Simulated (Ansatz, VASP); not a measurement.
## Two plane-wave programs on ZnS

```
CELL_PARAMETERS angstrom
5.46965 -0.03343 -0.18880
0.03343 -5.28000 0.02381
0.18880 0.02381 -5.57963
ATOMIC_POSITIONS crystal
Zn 0.00494 0.49472 0.49788
Zn 0.50175 0.00084 0.49567
Zn 0.50645 0.50226 0.00206
Zn 0.99545 0.99921 0.00572
S 0.75061 0.75847 0.74993
S 0.24951 0.24915 0.74749
S 0.24813 0.74770 0.24909
S 0.74315 0.24765 0.25215
```

Change from the starting cell: all atoms moved at random (sigma 0.03 Å a component), cell strained at random (sigma 0.03).

Alike in both runs: task single point; functional r2SCAN; k mesh 4 × 4 × 4; occupations gaussian, width 0.05 eV; no spin polarisation.

|  | VASP | Ansatz |
| --- | --- | --- |
| version | VASP 6.6.1 | Ansatz 0.2.0 |
| potentials or method | VASP PAW PBE potentials, release 64 (Zn, S), cutoff 520 eV | scalar-relativistic, plane waves, PAW |
| valence electrons in the cell | 72 | 72 |

|  | VASP | Ansatz | Ansatz less VASP |
| --- | --- | --- | --- |
| gap on the k mesh at the Fermi level (eV) | 2.42 | 2.41 | -0.006 |
| least direct gap on the mesh (eV) | 2.42 | 2.41 | -0.006 |
| pressure (GPa) | -1.6 | -1.7 | -0.04 |
| traceless stress, the component that is largest in VASP (GPa) | 4.21 | 4.20 | -0.017 |
| rms of the force components (eV/Å) | 0.253 | 0.253 | 0.0000 |

VASP's potentials were made for PBE, not for r2SCAN. Atom by atom the forces differ by 0.008 eV/Å (rms over components). With one functional, cell and mesh, what is left measures potentials, basis and numerics.
